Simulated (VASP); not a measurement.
## ZnSe: vibrations by perturbation theory with PBE

Crystal: ZnSe.

```
Zn Se
1.0
     0.00000    2.63990    2.63990
     2.63990    0.00000    2.63990
     2.63990    2.63990    0.00000
Zn Se
1 1
Direct
  0.00000 0.00000 0.00000
  0.50000 0.50000 0.50000
```

```json
{
  "Program": "VASP 6.6.1",
  "Task": "vibrations by perturbation theory",
  "Functional": "PBE",
  "Potentials or basis": "VASP PAW PBE potentials, release 64 (Zn, Se)",
  "Cutoff": "520 eV",
  "k mesh": "14 × 14 × 14",
  "Occupations": "methfessel-paxton, width 0.2 eV",
  "Spin": "no spin polarisation",
  "Dipole correction": "no",
  "Further INCAR settings": "ALGO = Normal; EDIFF = 1e-08; NBANDS = 16; IBRION = 8; NSW = 1"
}
```

```
Highest phonon frequency at Γ, LO-TO splitting left out : 93 cm⁻¹
```

Phonon frequencies in cm⁻¹ (negative: imaginary):
```csv
q point,frequencies
"(0.000, 0.000, 0.000)",0 0 0 93 93 93
```

Run time: 4.7 min on 1 thread of AMD EPYC 9R45 96-Core Processor (Zen 5) (shared host), peak memory 0.39 GiB.

Caveat: the cell wasn't relaxed at this level first, which shifts response properties.
